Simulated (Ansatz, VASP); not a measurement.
## One calculation of SiC, two programs

```
Si C
1.0
     3.07876    0.00000    0.00000
    -1.53938    2.66629    0.00000
     0.00000    0.00000   15.10789
Si C
6 6
Cartesian
  0.0000 1.7775 12.5848
  1.5394 0.8888 5.0309
  1.5394 0.8888 10.0695
  0.0000 1.7775 2.5155
  0.0000 0.0000 7.5497
  0.0000 0.0000 15.1036
  0.0000 0.0000 13.2099
  0.0000 0.0000 5.6559
  0.0000 1.7775 10.6965
  1.5394 0.8888 3.1425
  1.5394 0.8888 8.1811
  0.0000 1.7775 0.6272
```

Alike in both runs: functional PBEsol; k mesh 12 × 12 × 2; occupations gaussian, width 0.02 eV; no spin polarisation.

Ansatz relaxed the structure, and its values are those at the end. VASP's run is a single point on that final structure, the one shown.

|  | VASP | Ansatz |
| --- | --- | --- |
| version | VASP 6.6.1 | Ansatz 0.2.0 |
| potentials or method | VASP PAW PBE potentials, release 64 (Si, C), cutoff 520 eV | scalar-relativistic, plane waves, PAW |
| valence electrons in the cell | 48 | 48 |

Ansatz gave:

* gap on the k mesh at the Fermi level (eV): 1.92
* least direct gap on the mesh (eV): 3.03
* pressure (GPa): 0.0

**Question.** Estimate VASP's values.

**Answer.** gap on the k mesh at the Fermi level (eV): 1.91; least direct gap on the mesh (eV): 3.02; pressure (GPa): 0.4.

VASP's potentials were made for PBE, not for PBEsol. The functional is the same, so the differences come from potentials, cutoffs and numerics.
